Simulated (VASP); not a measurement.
A run of VASP 6.6.1 is set up as follows.

Contents of INCAR:

```
SYSTEM = CaS
PREC     = Accurate       ! precision mode
ENCUT    = 500            ! plane-wave cutoff, eV
EDIFF    = 1E-6           ! SCF threshold, eV
ISMEAR   = 0              ! smearing method
SIGMA    = 0.01           ! smearing width, eV
LREAL    = .False.        ! projectors in reciprocal space
LASPH    = .True.         ! aspherical terms in the spheres
NELM     = 120            ! most SCF steps
ALGO     = Normal         ! electronic algorithm
ISIF     = 2              ! what is computed and relaxed
LWAVE    = .False.        ! write WAVECAR
LCHARG   = .True.         ! write CHGCAR
GGA      = PE             ! functional
LELF     = .True.         ! ELF
LVHAR    = .True.       
NBANDS   = 15             ! bands
GGA_COMPAT= .False.
```

KPOINTS

```
regular mesh
0
Gamma
  6 6 6
  0 0 0
```

Contents of POSCAR:

```
CaS
1.0
    0.0000000000      2.8479335931      2.8479335931
    2.8479335931      0.0000000000      2.8479335931
    2.8479335931      2.8479335931      0.0000000000
Ca S
1 1
Direct
    0.0000000000      0.0000000000      0.0000000000
    0.5000000000      0.5000000000      0.5000000000
```

Potentials or basis: VASP PAW PBE potentials, release 64 (Ca_sv, S).

The run is started by

```sh
$ cat potpaw_PBE.64/Ca_sv/POTCAR potpaw_PBE.64/S/POTCAR > POTCAR
$ mpirun -np 1 vasp_std > vasp.out
```

Question: Estimate the band gap on the k mesh.

Answer: 2.36 eV (least direct gap 3.16 eV).

Question: What does it give for the pressure?

Answer: 0.6 GPa.

A k mesh can miss the band edges.
